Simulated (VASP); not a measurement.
# Rb: electric field gradients with PBEsol

The system is Rb.

```
Rb
1.0
    -2.84293    2.84293    2.84293
     2.84293   -2.84293    2.84293
     2.84293    2.84293   -2.84293
Rb
1
Direct
  0.00000 0.00000 0.00000
```

```yaml
Program: VASP 6.6.1
Task: electric field gradients
Functional: PBEsol
Potentials_or_basis: VASP PAW PBE potentials, release 64 (Rb_sv)
Cutoff: 520 eV
k_mesh: 8 × 8 × 8
Occupations: fermi-dirac, width 0.05 eV
Spin: no spin polarisation
Dipole_correction: no
Further_INCAR_settings: ALGO = Normal; EDIFF = 1e-08; NBANDS = 10
```

```json
{
  "Pressure": "-0.2 GPa",
  "Band gap on the k mesh": "zero (an odd number of electrons rules out a gap without spin polarisation)",
  "Largest electric field gradient by atom": "under 0.05 V/Å² on every atom"
}
```

Levels at points of the mesh, in eV from the Fermi level:
| k point | band 2 | band 3 | band 4 | band 5 | band 6 | band 7 |
| --- | --- | --- | --- | --- | --- | --- |
| (0.00, 0.00, 0.00) | -12.93 | -12.93 | -12.93 | -1.98 | 3.65 | 3.65 |
| (0.50, 0.00, 0.00) | -13.02 | -12.96 | -12.93 | 0.22 | 0.75 | 2.56 |
| (0.50, 0.50, 0.50) | -13.00 | -13.00 | -13.00 | 1.25 | 1.25 | 3.20 |

Wall time 45 s on 1 thread of Intel Xeon 8259CL, with other jobs on the host, peak memory 0.23 GiB.

Caveat: the PAW data sets were made with another functional, which shifts forces and pressure a little.
